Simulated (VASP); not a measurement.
# YbOs in VASP: notebook

YbOs is run at these levels: r2SCAN, PBE; tasks: single point.

All numbers are computed with VASP 6.6.1; they aren't measurements. Logs are shortened: lines on timing, memory, paths and dates and some standing lists are left out, and cuts for length are marked.

## (1) The cell of the first run

Symmetry: Pm-3m, No. 221, cubic system. The conventional cell has a = 3.355 Å, b = 3.355 Å, c = 3.355 Å, α = 90.00°, β = 90.00°, γ = 90.00°. Yb (site symmetry m-3m) has 8 Os at 2.91 Å and 6 Yb at 3.35 Å within 3.8 Å. Os (site symmetry m-3m) has 8 Yb at 2.91 Å and 6 Os at 3.35 Å within 3.8 Å.

## (2) Single point, r2SCAN

File POSCAR:

```
YbOs
1.0
    3.3545099948      0.0000000000      0.0000000000
    0.0000000000      3.3545099948      0.0000000000
    0.0000000000      0.0000000000      3.3545099948
Yb Os
1 1
Direct
    0.0000000000      0.0000000000      0.0000000000
    0.5000000000      0.5000000000      0.5000000000
```

File INCAR.step1:

```
SYSTEM = YbOs
  ALGO = Normal
  EDIFF = 1E-4
  ENCUT = 520
  GGA = PE
  ISMEAR = 0
  LASPH = .True.
  LCHARG = .False.
  LREAL = .False.
  LWAVE = .True.
  NBANDS = 23
  NELM = 80
  PREC = Accurate
  SIGMA = 0.05
```

File INCAR.step2:

```
SYSTEM = YbOs
  ALGO = Normal
  EDIFF = 1E-6
  ENCUT = 520
  ISIF = 2
  ISMEAR = 0
  ISTART = 1
  LASPH = .True.
  LCHARG = .False.
  LMIXTAU = .True.
  LREAL = .False.
  LWAVE = .False.
  METAGGA = R2SCAN
  NBANDS = 23
  NELM = 80
  PREC = Accurate
  SIGMA = 0.05
```

File KPOINTS:

```
k-points
0
Gamma
  10 10 10
  0 0 0
```

Potentials or basis: VASP PAW PBE potentials, release 64 (Yb, Os).

Started as:

```
$ cat potpaw_PBE.64/Yb/POTCAR potpaw_PBE.64/Os/POTCAR > POTCAR
$ cp INCAR.step1 INCAR
$ mpirun -np 1 vasp_std > vasp.out
$ cp INCAR.step2 INCAR
$ mpirun -np 1 vasp_std > vasp.out
```

OUTCAR:

```text
SYSTEM = YbOs
   EDIFF = 1E-6
   ENCUT = 520
   ISIF = 2
   ISMEAR = 0
   ISTART = 1
   LASPH = .True.
   LREAL = .False.
   METAGGA = R2SCAN
   NELM = 80
   PREC = Accurate

 ion  position               nearest neighbor table
   1  0.000  0.000  0.000-   2 2.91   2 2.91   2 2.91   2 2.91   2 2.91   2 2.91   2 2.91   2 2.91

   2  0.500  0.500  0.500-   1 2.91   1 2.91   1 2.91   1 2.91   1 2.91   1 2.91   1 2.91   1 2.91

  LATTYP: Found a simple cubic cell.
 ALAT       =     3.3545099948

  Lattice vectors:

 A1 = (   3.3545099948,   0.0000000000,   0.0000000000)
 A2 = (   0.0000000000,   3.3545099948,   0.0000000000)
 A3 = (   0.0000000000,   0.0000000000,   3.3545099948)

Analysis of symmetry for initial positions (statically):
=====================================================================
 Subroutine PRICEL returns:
 Original cell was already a primitive cell.

 Routine SETGRP: Setting up the symmetry group for a
 simple cubic supercell.

 Subroutine GETGRP returns: Found 48 space group operations
 (whereof 48 operations were pure point group operations)
 out of a pool of 48 trial point group operations.

The static configuration has the point symmetry O_h .

Analysis of symmetry for dynamics (positions and initial velocities):
=====================================================================
 Subroutine PRICEL returns:
 Original cell was already a primitive cell.

 Routine SETGRP: Setting up the symmetry group for a
 simple cubic supercell.

 Subroutine GETGRP returns: Found 48 space group operations
 (whereof 48 operations were pure point group operations)
 out of a pool of 48 trial point group operations.

The dynamic configuration has the point symmetry O_h .

 Subroutine INISYM returns: Found 48 space group operations
 (whereof 48 operations are pure point group operations),
 and found     1 'primitive' translations

----------------------------------------------------------------------------------------

                                     Primitive cell

  volume of cell :      37.7474

  direct lattice vectors                    reciprocal lattice vectors
     3.354509995  0.000000000  0.000000000     0.298106132  0.000000000  0.000000000
     0.000000000  3.354509995  0.000000000     0.000000000  0.298106132  0.000000000
     0.000000000  0.000000000  3.354509995     0.000000000  0.000000000  0.298106132

  length of vectors
     3.354509995  3.354509995  3.354509995     0.298106132  0.298106132  0.298106132

  position of ions in fractional coordinates (direct lattice)
     0.000000000  0.000000000  0.000000000
     0.500000000  0.500000000  0.500000000

  ion indices of the primitive-cell ions
   primitive index   ion index
                 1           1
                 2           2

----------------------------------------------------------------------------------------

 KPOINTS: k-points

Automatic generation of k-mesh.
 Grid dimensions read from file:
 generate k-points for:   10   10   10

 Generating k-lattice:

  Cartesian coordinates                     Fractional coordinates (reciprocal lattice)
     0.029810613  0.000000000  0.000000000     0.100000000  0.000000000  0.000000000
     0.000000000  0.029810613  0.000000000     0.000000000  0.100000000  0.000000000
     0.000000000  0.000000000  0.029810613     0.000000000  0.000000000  0.100000000

  Length of vectors
     0.029810613  0.029810613  0.029810613

  Shift w.r.t. Gamma in fractional coordinates (k-lattice)
     0.000000000  0.000000000  0.000000000

 Subroutine IBZKPT returns following result:
 ===========================================

 Found     56 irreducible k-points:

 Following reciprocal coordinates:
            Coordinates               Weight
  0.000000  0.000000  0.000000      1.000000
  0.100000  0.000000  0.000000      6.000000
  0.200000  0.000000  0.000000      6.000000
  0.300000  0.000000  0.000000      6.000000
  0.400000  0.000000  0.000000      6.000000
  0.500000  0.000000  0.000000      3.000000
[... 16 lines left out ...]
  0.200000  0.100000  0.100000     24.000000
  0.300000  0.100000  0.100000     24.000000
 [... further k-points ...]
   k-points           NKPTS =     56   k-points in BZ     NKDIM =     56   number of bands    NBANDS=     23
   number of dos      NEDOS =    301   number of ions     NIONS =      2
   total plane-waves  NPLWV =  21952
   dimension x,y,z NGX =    28 NGY =   28 NGZ =   28
   dimension x,y,z NGXF=    56 NGYF=   56 NGZF=   56
   ions per type =               1   1
   NGX,Y,Z   is equivalent  to a cutoff of  13.88, 13.88, 13.88 a.u.
   NGXF,Y,Z  is equivalent  to a cutoff of  27.75, 27.75, 27.75 a.u.
 SYSTEM =  YbOs
   PREC   = accura    normal or accurate (medium, high low for compatibility)
   ISTART =      1    job   : 0-new  1-cont  2-samecut
   ICHARG =      0    charge: 1-file 2-atom 10-const
   ISPIN  =      1    spin polarized calculation?
   LNONCOLLINEAR =      F non collinear calculations
   LSORBIT =      F    spin-orbit coupling
   LASPH  =      T    aspherical Exc in radial PAW
   ENCUT  =  520.0 eV  38.22 Ry    6.18 a.u.   6.24  6.24  6.24*2*pi/ulx,y,z
   NELM   =     80;   NELMIN=  2; NELMDL=  0     # of ELM steps
   EDIFF  = 0.1E-05   stopping-criterion for ELM
   LREAL  =      F    real-space projection
   EDIFFG = 0.1E-04   stopping-criterion for IOM
   NSW    =      0    number of steps for IOM
   IBRION =     -1    ionic relax: 0-MD 1-quasi-New 2-CG
   NFREE  =      0    steps in history (QN), initial steepest desc. (CG)
   ISIF   =      2    stress and relaxation
   ISYM   =      2    0-nonsym 1-usesym 2-fastsym
   POTIM  = 0.5000    time-step for ionic-motion
   TEBEG  =    0.0;   TEEND  =   0.0 temperature during run
   PSTRESS=    0.0 pullay stress
   NELECT =      32.0000    total number of electrons
   NUPDOWN=      -1.0000    fix difference up-down
   EMIN   =  10.00;   EMAX   =-10.00  energy-range for DOS
   EFERMI =   0.00;   METHOD = LEGACY
   ISMEAR =     0;   SIGMA  =   0.05  broadening in eV -4-tet -1-fermi 0-gaus
   EFERMI_NEDOS =   21; number of points for ismear=-14 and -15
   IALGO  =     38    algorithm
   IMIX   =      4    mixing-type and parameters
     AMIX     =   0.40;   BMIX     =  1.00
     AMIX_MAG =   1.60;   BMIX_MAG =  1.00
  volume/ion in A,a.u.               =      18.87       127.37
  Fermi-wavevector in a.u.,A,eV,Ry     =   1.549396  2.927934 32.662522  2.400628
  Thomas-Fermi vector in A             =   2.654209
   LORBIT       =      0    0 simple, 1 ext, 2 COOP (PROOUT), +10 PAW based schemes
   METAGGA = R2SCAN    functional components
   LHFCALC =     F    Hartree Fock is set to
   AEXX    =    0.0000 exact exchange contribution
   IVDW    =     0    specifies the selected vdW correction
   LEPSILON=     F    determine dielectric tensor
   LRPA    =     F    only Hartree local field effects (RPA)
 non-spin polarized calculation
 Gauss-broadening in eV      SIGMA  =   0.05
  energy-cutoff  :      520.00
  volume of cell :       37.75
 maximum number of plane-waves:      1064
 NGX is ok and might be reduce to    28
   NGX = 13   NGY = 13   NGZ = 13

 number of electron      32.0000009 magnetization

 Free energy of the ion-electron system (eV)
  ---------------------------------------------------
  ext. energy  EPLUGINS =         0.00000000
  ---------------------------------------------------
  free energy    TOTEN  =       -88.05483489 eV

  energy without entropy =      -88.04784045  energy(sigma->0) =      -88.05133767

 E-fermi :   4.0757     XC(G=0): -13.5027

 val. band max:        4.0709356311   @ k =   0.2000   0.2000   0.2000
 cond. band min:       4.0849943376   @ k =   0.5000   0.1000   0.0000
 fundamental gap:      0.0140587065
 Fermi energy:         4.0756719029

 k-point     1 :       0.0000    0.0000    0.0000
  band No.  band energies     occupation
      1     -48.4264      2.00000
      2     -19.8042      2.00000
      3     -19.8042      2.00000
      4     -19.8042      2.00000
      5      -3.0433      2.00000
      6       0.5391      2.00000
[... 15 lines left out ...]
     22      13.4223      0.00000
     23      13.6635      0.00000

 k-point     2 :       0.1000    0.0000    0.0000
  band No.  band energies     occupation
      1     -48.4241      2.00000
      2     -19.8577      2.00000
      3     -19.8020      2.00000
      4     -19.8020      2.00000
      5      -2.8170      2.00000
      6       0.6116      2.00000
[... 15 lines left out ...]
     22      13.0274      0.00000
     23      13.2740      0.00000

 k-point     3 :       0.2000    0.0000    0.0000
  band No.  band energies     occupation
      1     -48.4179      2.00000
      2     -19.9951      2.00000
      3     -19.7963      2.00000
      4     -19.7963      2.00000
      5      -2.1707      2.00000
      6       0.8131      2.00000
[... 15 lines left out ...]
     22      12.1747      0.00000
     23      12.8921      0.00000

 k-point     4 :       0.3000    0.0000    0.0000
  band No.  band energies     occupation
      1     -48.4104      2.00000
      2     -20.1594      2.00000
      3     -19.7893      2.00000
      4     -19.7893      2.00000
      5      -1.2028      2.00000
      6       1.0894      2.00000
[... 15 lines left out ...]
     22      12.3963      0.00000
     23      12.4276      0.00000

 k-point     5 :       0.4000    0.0000    0.0000
  band No.  band energies     occupation
      1     -48.4042      2.00000
      2     -20.2884      2.00000
      3     -19.7836      2.00000
      4     -19.7836      2.00000
      5      -0.1192      2.00000
      6       1.3396      2.00000
[... 434 lines left out ...]
 k-point    22 :       0.1000    0.1000    0.1000
  band No.  band energies     occupation
      1     -48.4195      2.00000
      2     -19.8673      2.00000
      3     -19.8430      2.00000
      4     -19.8430      2.00000
      5      -2.3891      2.00000
      6       0.8737      2.00000
[... 15 lines left out ...]
     22      11.7629      0.00000
     23      15.4175      0.00000

 k-point    23 :       0.2000    0.1000    0.1000
  band No.  band energies     occupation
      1     -48.4136      2.00000
      2     -19.9860      2.00000
      3     -19.8448      2.00000
      4     -19.8373      2.00000
      5      -1.7922      2.00000
      6       1.0436      2.00000
[... 15 lines left out ...]
     22      11.9413      0.00000
     23      14.3996      0.00000

 k-point    24 :       0.3000    0.1000    0.1000
  band No.  band energies     occupation
      1     -48.4063      2.00000
      2     -20.1435      2.00000
      3     -19.8312      2.00000
      4     -19.8301      2.00000
      5      -0.9151      2.00000
      6       1.2717      2.00000
[... 15 lines left out ...]
     22      12.0814      0.00000
     23      13.6507      0.00000

 [... further k-points ...]

------------------------ aborting loop because EDIFF is reached ----------------------------------------

  FORCE on cell =-STRESS in cart. coord.  units (eV):
  Direction    XX          YY          ZZ          XY          YZ          ZX
  --------------------------------------------------------------------------------------
  -------------------------------------------------------------------------------------
  Total       -0.7469314     -0.7469314     -0.7469314     -0.0000000      0.0000000     -0.0000000
  in kB      -31.7032687    -31.7032687    -31.7032687     -0.0000000      0.0000000     -0.0000000
  external PRESSURE =     -31.7032687 kB  Pullay stress =       0.0000000 kB

 VOLUME and BASIS-vectors are now :
 -----------------------------------------------------------------------------
  energy-cutoff  :      520.00
  volume of cell :       37.75
      direct lattice vectors                 reciprocal lattice vectors
     3.354509995  0.000000000  0.000000000     0.298106132  0.000000000  0.000000000
     0.000000000  3.354509995  0.000000000     0.000000000  0.298106132  0.000000000
     0.000000000  0.000000000  3.354509995     0.000000000  0.000000000  0.298106132

 POSITION                                       TOTAL-FORCE (eV/Angst)
 -----------------------------------------------------------------------------------
      0.00000      0.00000      0.00000         0.000000      0.000000      0.000000
      1.67725      1.67725      1.67725         0.000000      0.000000      0.000000
 -----------------------------------------------------------------------------------
    total drift:                               -0.000000      0.000000     -0.000000

  FREE ENERGIE OF THE ION-ELECTRON SYSTEM (eV)
  ---------------------------------------------------
  free  energy   TOTEN  =       -88.0548348922 eV

  energy  without entropy=      -88.0478404493  energy(sigma->0) =      -88.05133767
```

It took 3.3 min on 1 thread of Intel Xeon Platinum 8488C (Sapphire Rapids), shared host; peak memory 0.22 GiB.

What came out:

- Free energy: -88.0548 eV
- Pressure: -3.2 GPa
- Band gap on the k mesh: zero (bands 16 and 17 overlap by 1.81 eV)

Levels at points of the mesh, in eV from the Fermi level:
```tsv
k point	band 13	band 14	band 15	band 16	band 17	band 18	band 19	band 20
(0.00, 0.00, 0.00)	-0.50	-0.48	-0.38	-0.38	-0.38	5.11	5.11	9.35
(0.50, 0.00, 0.00)	-0.50	-0.27	0.06	0.06	0.65	1.99	2.23	4.28
(0.50, 0.50, 0.00)	-0.52	-0.52	-0.42	1.40	1.82	2.53	2.53	5.87
(0.50, 0.50, 0.50)	-0.51	-0.51	0.06	0.06	0.06	1.49	1.49	4.94
```

Caveat: the cell stands under tension; the PAW data sets were made with another functional, which shifts forces and pressure a little; spin-orbit coupling is left out, which moves the levels of the heavy elements.

(Continued in part 2 of 2.)
